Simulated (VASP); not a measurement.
Runs of VASP 6.6.1 on Ti. The structure is that of space group Fm-3m (No. 225), or close to it. The cells are those of the table. 

```csv
cell,gap on the mesh (eV),pressure (GPa)
"a = 2.797 Å, angles 60.0°, 1 atom",none,(b)
"a = 2.847 Å, angles 60.0°, 1 atom",none,8.4
"a = 2.772 Å, angles 60.0°, 1 atom",none,20.7
"a = 2.918 Å, angles 60.0°, 1 atom",none,(a)
"a = 2.895 Å, angles 60.0°, 1 atom",none,2.0
```

Alike in all rows: task single point; level r2SCAN; potentials or basis VASP PAW PBE potentials, release 64 (Ti_sv); no spin polarisation; k mesh 12 × 12 × 12; cutoff (eV) 520; smearing fermi-dirac 0.1 eV.

Q: Fill in the values left out.

A: (a) -0.7; (b) 16.2.

Caveats: the PAW data sets were made with another functional, which shifts forces and pressure a little.

A gap of «none» marks levels without a gap at the run's occupations.
